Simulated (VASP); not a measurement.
# Sc (P6_3/mmc) in VASP: further runs

Runs on Sc. Level: PBE. Tasks: electric field gradients, density of states.

Program: VASP 6.6.1. These are calculated values, not measurements. Logs are shortened: lines on timing, memory, paths and dates and some standing lists are left out, and cuts for length are marked.

## 1. The cell of the first run

Symmetry: P6_3/mmc, No. 194, hexagonal system. The conventional cell has a = 3.319 Å, b = 3.319 Å, c = 5.168 Å, α = 90.00°, β = 90.00°, γ = 120.00°. Within 4.2 Å of Sc (site symmetry -6m2) lie 12 Sc at 3.22 to 3.32 Å.

## 2. Electric field gradients, PBE

File INCAR:

```
PREC = Accurate ; ENCUT = 520
EDIFF = 1E-8 ; ISMEAR = -1
SIGMA = 0.05 ; LREAL = False
LASPH = True ; NELM = 80
ALGO = Normal ; ISIF = 2
LWAVE = False ; LCHARG = False
GGA = PE ; LEFG = True
NBANDS = 18
```

File KPOINTS:

```
regular mesh
0
Gamma
  15 15 8
```

File POSCAR:

```
Sc
1.0
    3.3193722124      0.0000000000      0.0000000000
   -1.6596861062      2.8746606605      0.0000000000
    0.0000000000      0.0000000000      5.1678532666
Sc
2
Direct
    0.3333333333      0.6666666667      0.2500000000
    0.6666666667      0.3333333333      0.7500000000
```

Potentials or basis: VASP PAW PBE potentials, release 64 (Sc_sv).

Launch:

```sh
$ cat potpaw_PBE.64/Sc_sv/POTCAR > POTCAR
$ mpirun -np 1 vasp_std > vasp.out
```

OUTCAR:

```text
PREC = Accurate
   ENCUT = 520
   EDIFF = 1E-8
   ISMEAR = -1
   LREAL = False
   LASPH = True
   NELM = 80
   ISIF = 2
   GGA = PE

 ion  position               nearest neighbor table
   1  0.333  0.667  0.250-   2 3.22   2 3.22   2 3.22   2 3.22   2 3.22   2 3.22
   2  0.667  0.333  0.750-   1 3.22   1 3.22   1 3.22   1 3.22   1 3.22   1 3.22

  LATTYP: Found a hexagonal cell.
 ALAT       =     3.3193722124
 C/A-ratio  =     1.5568767032

  Lattice vectors:

 A1 = (   3.3193722124,   0.0000000000,   0.0000000000)
 A2 = (  -1.6596861062,   2.8746606605,   0.0000000000)
 A3 = (   0.0000000000,   0.0000000000,   5.1678532666)

Analysis of symmetry for initial positions (statically):
=====================================================================
 Subroutine PRICEL returns:
 Original cell was already a primitive cell.

 Routine SETGRP: Setting up the symmetry group for a
 hexagonal supercell.

 Subroutine GETGRP returns: Found 24 space group operations
 (whereof 12 operations were pure point group operations)
 out of a pool of 24 trial point group operations.

The static configuration has the point symmetry D_3d.
 The point group associated with its full space group is D_6h.

Analysis of symmetry for dynamics (positions and initial velocities):
=====================================================================
 Subroutine PRICEL returns:
 Original cell was already a primitive cell.

 Routine SETGRP: Setting up the symmetry group for a
 hexagonal supercell.

 Subroutine GETGRP returns: Found 24 space group operations
 (whereof 12 operations were pure point group operations)
 out of a pool of 24 trial point group operations.

The dynamic configuration has the point symmetry D_3d.
 The point group associated with its full space group is D_6h.

 Subroutine INISYM returns: Found 24 space group operations
 (whereof 12 operations are pure point group operations),
 and found     1 'primitive' translations

----------------------------------------------------------------------------------------

                                     Primitive cell

  volume of cell :      49.3120

  direct lattice vectors                    reciprocal lattice vectors
     3.319372212  0.000000000  0.000000000     0.301261786  0.173933573  0.000000000
    -1.659686106  2.874660661  0.000000000     0.000000000  0.347867146  0.000000000
     0.000000000  0.000000000  5.167853267     0.000000000  0.000000000  0.193503946

  length of vectors
     3.319372212  3.319372212  5.167853267     0.347867146  0.347867146  0.193503946

  position of ions in fractional coordinates (direct lattice)
     0.333333333  0.666666667  0.250000000
     0.666666667  0.333333333  0.750000000

  ion indices of the primitive-cell ions
   primitive index   ion index
                 1           1
                 2           2

----------------------------------------------------------------------------------------

 KPOINTS: regular mesh

Automatic generation of k-mesh.
 Grid dimensions read from file:
 generate k-points for:   15   15    8

 Generating k-lattice:

  Cartesian coordinates                     Fractional coordinates (reciprocal lattice)
     0.020084119  0.011595572  0.000000000     0.066666667  0.000000000  0.000000000
     0.000000000  0.023191143  0.000000000     0.000000000  0.066666667  0.000000000
     0.000000000  0.000000000  0.024187993     0.000000000  0.000000000  0.125000000

  Length of vectors
     0.023191143  0.023191143  0.024187993

  Shift w.r.t. Gamma in fractional coordinates (k-lattice)
     0.000000000  0.000000000  0.000000000

 Subroutine IBZKPT returns following result:
 ===========================================

 Found    135 irreducible k-points:

 Following reciprocal coordinates:
            Coordinates               Weight
  0.000000  0.000000  0.000000      1.000000
  0.066667  0.000000  0.000000      6.000000
  0.133333  0.000000  0.000000      6.000000
  0.200000  0.000000  0.000000      6.000000
  0.266667  0.000000  0.000000      6.000000
  0.333333  0.000000  0.000000      6.000000
[... 16 lines left out ...]
  0.333333  0.200000  0.000000     12.000000
  0.400000  0.200000  0.000000      6.000000
 [... further k-points ...]
   k-points           NKPTS =    135   k-points in BZ     NKDIM =    135   number of bands    NBANDS=     18
   number of dos      NEDOS =    301   number of ions     NIONS =      2
   total plane-waves  NPLWV =  31360
   dimension x,y,z NGX =    28 NGY =   28 NGZ =   40
   dimension x,y,z NGXF=    56 NGYF=   56 NGZF=   80
   ions per type =               2
   NGX,Y,Z   is equivalent  to a cutoff of  14.02, 14.02, 12.87 a.u.
   NGXF,Y,Z  is equivalent  to a cutoff of  28.05, 28.05, 25.74 a.u.
 SYSTEM =  unknown system
   PREC   = accura    normal or accurate (medium, high low for compatibility)
   ISTART =      0    job   : 0-new  1-cont  2-samecut
   ICHARG =      2    charge: 1-file 2-atom 10-const
   ISPIN  =      1    spin polarized calculation?
   LNONCOLLINEAR =      F non collinear calculations
   LSORBIT =      F    spin-orbit coupling
   LASPH  =      T    aspherical Exc in radial PAW
   ENCUT  =  520.0 eV  38.22 Ry    6.18 a.u.   6.17  6.17  9.61*2*pi/ulx,y,z
   NELM   =     80;   NELMIN=  2; NELMDL= -5     # of ELM steps
   EDIFF  = 0.1E-07   stopping-criterion for ELM
   LREAL  =      F    real-space projection
   EDIFFG = 0.1E-06   stopping-criterion for IOM
   NSW    =      0    number of steps for IOM
   IBRION =     -1    ionic relax: 0-MD 1-quasi-New 2-CG
   NFREE  =      0    steps in history (QN), initial steepest desc. (CG)
   ISIF   =      2    stress and relaxation
   ISYM   =      2    0-nonsym 1-usesym 2-fastsym
   POTIM  = 0.5000    time-step for ionic-motion
   TEBEG  =    0.0;   TEEND  =   0.0 temperature during run
   PSTRESS=    0.0 pullay stress
   NELECT =      22.0000    total number of electrons
   NUPDOWN=      -1.0000    fix difference up-down
   EMIN   =  10.00;   EMAX   =-10.00  energy-range for DOS
   EFERMI =   0.00;   METHOD = LEGACY
   ISMEAR =    -1;   SIGMA  =   0.05  broadening in eV -4-tet -1-fermi 0-gaus
   EFERMI_NEDOS =   21; number of points for ismear=-14 and -15
   IALGO  =     38    algorithm
   IMIX   =      4    mixing-type and parameters
     AMIX     =   0.40;   BMIX     =  1.00
     AMIX_MAG =   1.60;   BMIX_MAG =  1.00
  volume/ion in A,a.u.               =      24.66       166.39
  Fermi-wavevector in a.u.,A,eV,Ry     =   1.250926  2.363907 21.290599  1.564815
  Thomas-Fermi vector in A             =   2.384897
   LORBIT       =      0    0 simple, 1 ext, 2 COOP (PROOUT), +10 PAW based schemes
   GGA     = PE    functional components
   LHFCALC =     F    Hartree Fock is set to
   AEXX    =    0.0000 exact exchange contribution
   IVDW    =     0    specifies the selected vdW correction
   LEPSILON=     F    determine dielectric tensor
   LRPA    =     F    only Hartree local field effects (RPA)
 non-spin polarized calculation
  energy-cutoff  :      520.00
  volume of cell :       49.31
 maximum number of plane-waves:      1345
 NGX is ok and might be reduce to    28
   NGX = 13   NGY = 13   NGZ = 19

 number of electron      21.9999995 magnetization

 Free energy of the ion-electron system (eV)
  ---------------------------------------------------
  ext. energy  EPLUGINS =         0.00000000
  ---------------------------------------------------
  free energy    TOTEN  =       -12.51491349 eV

  energy without entropy =      -12.48106658  energy(sigma->0) =      -12.49799003

 E-fermi :   3.6768     XC(G=0):  -9.8756

 val. band max:        3.6695194579   @ k =   0.2667   0.2000   0.3750
 cond. band min:       3.6775830450   @ k =   0.4000   0.2000   0.3750
 fundamental gap:      0.0080635871
 Fermi energy:         3.6767996270

 k-point     1 :       0.0000    0.0000    0.0000
  band No.  band energies     occupation
      1     -45.7409      2.00000
      2     -45.6699      2.00000
      3     -24.5703      2.00000
      4     -24.2294      2.00000
      5     -24.2294      2.00000
      6     -24.1628      2.00000
[... 10 lines left out ...]
     17       5.9847      0.00000
     18       5.9847      0.00000
[... 463 lines left out ...]
 k-point    24 :       0.4000    0.2000    0.0000
  band No.  band energies     occupation
      1     -45.6781      2.00000
      2     -45.6637      2.00000
      3     -24.4639      2.00000
      4     -24.3900      2.00000
      5     -24.3583      2.00000
      6     -24.3549      2.00000
[... 10 lines left out ...]
     17       7.4496      0.00000
     18       7.5675      0.00000

 [... further k-points ...]

------------------------ aborting loop because EDIFF is reached ----------------------------------------

  FORCE on cell =-STRESS in cart. coord.  units (eV):
  Direction    XX          YY          ZZ          XY          YZ          ZX
  --------------------------------------------------------------------------------------
  -------------------------------------------------------------------------------------
  Total        0.0055279      0.0055279     -0.0015335      0.0000000      0.0000000     -0.0000000
  in kB        0.1796047      0.1796047     -0.0498256      0.0000000      0.0000000     -0.0000000
  external PRESSURE =       0.1031279 kB  Pullay stress =       0.0000000 kB

 VOLUME and BASIS-vectors are now :
 -----------------------------------------------------------------------------
  energy-cutoff  :      520.00
  volume of cell :       49.31
      direct lattice vectors                 reciprocal lattice vectors
     3.319372212  0.000000000  0.000000000     0.301261786  0.173933573  0.000000000
    -1.659686106  2.874660661  0.000000000     0.000000000  0.347867146  0.000000000
     0.000000000  0.000000000  5.167853267     0.000000000  0.000000000  0.193503946

 POSITION                                       TOTAL-FORCE (eV/Angst)
 -----------------------------------------------------------------------------------
     -0.00000      1.91644      1.29196         0.000000      0.000000      0.000000
      1.65969      0.95822      3.87589        -0.000000     -0.000000      0.000000
 -----------------------------------------------------------------------------------
    total drift:                                0.000000     -0.000000      0.000000

  FREE ENERGIE OF THE ION-ELECTRON SYSTEM (eV)
  ---------------------------------------------------
  free  energy   TOTEN  =       -12.5149134880 eV

  energy  without entropy=      -12.4810665806  energy(sigma->0) =      -12.49799003

 Electric field gradients (V/A^2)
---------------------------------------------------------------------
 ion       V_xx      V_yy      V_zz      V_xy      V_xz      V_yz
---------------------------------------------------------------------
   1      -6.999    -6.999    13.998     0.000    -0.000     0.000
   2      -6.999    -6.999    13.998     0.000     0.000    -0.000
---------------------------------------------------------------------

 Electric field gradients after diagonalization (V/A^2)
 (convention: |V_zz| > |V_xx| > |V_yy|)
----------------------------------------------------------------------
 ion       V_xx      V_yy      V_zz     asymmetry (V_yy - V_xx)/ V_zz
----------------------------------------------------------------------
   1      -7.000    -6.998    13.998       0.000
   2      -7.000    -6.998    13.998       0.000
----------------------------------------------------------------------

           NMR quadrupolar parameters

 Cq : quadrupolar parameter    Cq=e*Q*V_zz/h
 eta: asymmetry parameters     (V_yy - V_xx)/ V_zz
 Q  : nuclear electric quadrupole moment in mb (millibarn)
----------------------------------------------------------------------
 ion       Cq(MHz)       eta       Q (mb)
----------------------------------------------------------------------
   1       0.034       0.000       1.000
   2       0.034       0.000       1.000
----------------------------------------------------------------------
```

Run time: 2.1 min. Hardware: 1 thread of Intel Xeon 6975P-C, shared host; peak memory 0.25 GiB.

What came out:

| Item | Value |
| --- | --- |
| Free energy | -12.5149 eV |
| Pressure | 0.0 GPa |
| Band gap on the k mesh | zero (band 11 reaches 4.66 eV, above the bottom of band 12 at 3.18 eV) |

Levels at points of the mesh, in eV from the Fermi level:
| k point | band 9 | band 10 | band 11 | band 12 | band 13 | band 14 |
| --- | --- | --- | --- | --- | --- | --- |
| (0.00, 0.00, 0.00) | -5.13 | -1.63 | 0.61 | 1.59 | 1.59 | 1.85 |
| (0.00, 0.00, 0.50) | -3.58 | -3.58 | 0.98 | 0.98 | 1.50 | 1.50 |

Electric field gradients, principal values (V/Å²):
| atom | least | middle | greatest (by size) |
| --- | --- | --- | --- |
| 1 Sc | -6.998 | -7.000 | 13.998 |
| 2 Sc | -6.998 | -7.000 | 13.998 |

Caveat: without QUAD_EFG the Cq values of the log hold for a quadrupole moment of 1 mb, not for the nuclei.

## 3. Electric field gradients, PBE (volume scaled by 1.02)

File INCAR:

```
SYSTEM = Sc
PREC = Accurate
ENCUT = 520
EDIFF = 1E-8
ISMEAR = -1
SIGMA = 0.05
LREAL = .FALSE.
LASPH = .TRUE.
NELM = 80
ALGO = Normal
ISIF = 2
LWAVE = .FALSE.
LCHARG = .FALSE.
GGA = PE
LEFG = .TRUE.
NBANDS = 18
```

File KPOINTS:

```
Automatic mesh
0
G
  15 15 8
  0 0 0
```

File POSCAR:

```
Sc
1.0
    3.3413554505      0.0000000000      0.0000000000
   -1.6706777253      2.8936987032      0.0000000000
    0.0000000000      0.0000000000      5.2020784579
Sc
2
Direct
    0.3333333333      0.6666666667      0.2500000000
    0.6666666667      0.3333333333      0.7500000000
```

Potentials or basis: VASP PAW PBE potentials, release 64 (Sc_sv).

Launch:

```sh
$ cat potpaw_PBE.64/Sc_sv/POTCAR > POTCAR
$ mpirun -np 1 vasp_std > vasp.out
```

OUTCAR:

```text
SYSTEM = Sc
   PREC = Accurate
   ENCUT = 520
   EDIFF = 1E-8
   ISMEAR = -1
   LREAL = .FALSE.
   LASPH = .TRUE.
   NELM = 80
   ISIF = 2
   GGA = PE

 ion  position               nearest neighbor table
   1  0.333  0.667  0.250-   2 3.24   2 3.24   2 3.24   2 3.24   2 3.24   2 3.24
   2  0.667  0.333  0.750-   1 3.24   1 3.24   1 3.24   1 3.24   1 3.24   1 3.24

  LATTYP: Found a hexagonal cell.
 ALAT       =     3.3413554505
 C/A-ratio  =     1.5568767032

  Lattice vectors:

 A1 = (   3.3413554505,   0.0000000000,   0.0000000000)
 A2 = (  -1.6706777253,   2.8936987032,   0.0000000000)
 A3 = (   0.0000000000,   0.0000000000,   5.2020784579)

Analysis of symmetry for initial positions (statically):
=====================================================================
 Subroutine PRICEL returns:
 Original cell was already a primitive cell.

 Routine SETGRP: Setting up the symmetry group for a
 hexagonal supercell.

 Subroutine GETGRP returns: Found 24 space group operations
 (whereof 12 operations were pure point group operations)
 out of a pool of 24 trial point group operations.

The static configuration has the point symmetry D_3d.
 The point group associated with its full space group is D_6h.

Analysis of symmetry for dynamics (positions and initial velocities):
=====================================================================
 Subroutine PRICEL returns:
 Original cell was already a primitive cell.

 Routine SETGRP: Setting up the symmetry group for a
 hexagonal supercell.

 Subroutine GETGRP returns: Found 24 space group operations
 (whereof 12 operations were pure point group operations)
[... 160 lines left out ...]
      1     -45.9078      2.00000
      2     -45.8426      2.00000
      3     -24.7202      2.00000
      4     -24.4027      2.00000
      5     -24.4027      2.00000
      6     -24.3401      2.00000
[... 481 lines left out ...]
      5     -24.5222      2.00000
      6     -24.5197      2.00000
[... 10 lines left out ...]
     17       7.2501      0.00000
     18       7.3653      0.00000

 [... further k-points ...]

------------------------ aborting loop because EDIFF is reached ----------------------------------------

  FORCE on cell =-STRESS in cart. coord.  units (eV):
  Direction    XX          YY          ZZ          XY          YZ          ZX
  --------------------------------------------------------------------------------------
  -------------------------------------------------------------------------------------
  Total       -0.3262060     -0.3262060     -0.3159883      0.0000000      0.0000000      0.0000000
  in kB      -10.3908169    -10.3908169    -10.0653463      0.0000000      0.0000000      0.0000000
  external PRESSURE =     -10.2823267 kB  Pullay stress =       0.0000000 kB

 VOLUME and BASIS-vectors are now :
 -----------------------------------------------------------------------------
  energy-cutoff  :      520.00
  volume of cell :       50.30
      direct lattice vectors                 reciprocal lattice vectors
     3.341355451  0.000000000  0.000000000     0.299279743  0.172789240  0.000000000
    -1.670677725  2.893698703  0.000000000     0.000000000  0.345578480  0.000000000
     0.000000000  0.000000000  5.202078458     0.000000000  0.000000000  0.192230857

 POSITION                                       TOTAL-FORCE (eV/Angst)
 -----------------------------------------------------------------------------------
     -0.00000      1.92913      1.30052         0.000000     -0.000000      0.000000
      1.67068      0.96457      3.90156        -0.000000      0.000000      0.000000
 -----------------------------------------------------------------------------------
    total drift:                                0.000000     -0.000000      0.000000

  FREE ENERGIE OF THE ION-ELECTRON SYSTEM (eV)
  ---------------------------------------------------
  free  energy   TOTEN  =       -12.5121315067 eV

  energy  without entropy=      -12.4774127602  energy(sigma->0) =      -12.49477213

 Electric field gradients (V/A^2)
---------------------------------------------------------------------
 ion       V_xx      V_yy      V_zz      V_xy      V_xz      V_yz
---------------------------------------------------------------------
   1      -6.584    -6.584    13.168     0.001    -0.000     0.000
   2      -6.584    -6.584    13.168     0.001     0.000    -0.000
---------------------------------------------------------------------

 Electric field gradients after diagonalization (V/A^2)
 (convention: |V_zz| > |V_xx| > |V_yy|)
----------------------------------------------------------------------
 ion       V_xx      V_yy      V_zz     asymmetry (V_yy - V_xx)/ V_zz
----------------------------------------------------------------------
   1      -6.585    -6.583    13.168       0.000
   2      -6.585    -6.583    13.168       0.000
----------------------------------------------------------------------

           NMR quadrupolar parameters

 Cq : quadrupolar parameter    Cq=e*Q*V_zz/h
 eta: asymmetry parameters     (V_yy - V_xx)/ V_zz
 Q  : nuclear electric quadrupole moment in mb (millibarn)
----------------------------------------------------------------------
 ion       Cq(MHz)       eta       Q (mb)
----------------------------------------------------------------------
   1       0.032       0.000       1.000
   2       0.032       0.000       1.000
----------------------------------------------------------------------
```

Wall time 2.1 min (1 thread of Intel Xeon 6975P-C, shared host); peak memory 0.25 GiB.

Results:

```yaml
Free_energy: -12.5121 eV
Pressure: -1.0 GPa
Band_gap_on_the_k_mesh: zero (band 11 reaches 4.53 eV, above the bottom of band 12 at 3.09 eV)
```

Electric field gradients, principal values (V/Å²):
| atom | least | middle | greatest (by size) |
| --- | --- | --- | --- |
| 1 Sc | -6.583 | -6.585 | 13.168 |
| 2 Sc | -6.583 | -6.585 | 13.168 |

Caveat: without QUAD_EFG the Cq values of the log hold for a quadrupole moment of 1 mb, not for the nuclei.

[end of part 1 of 2]
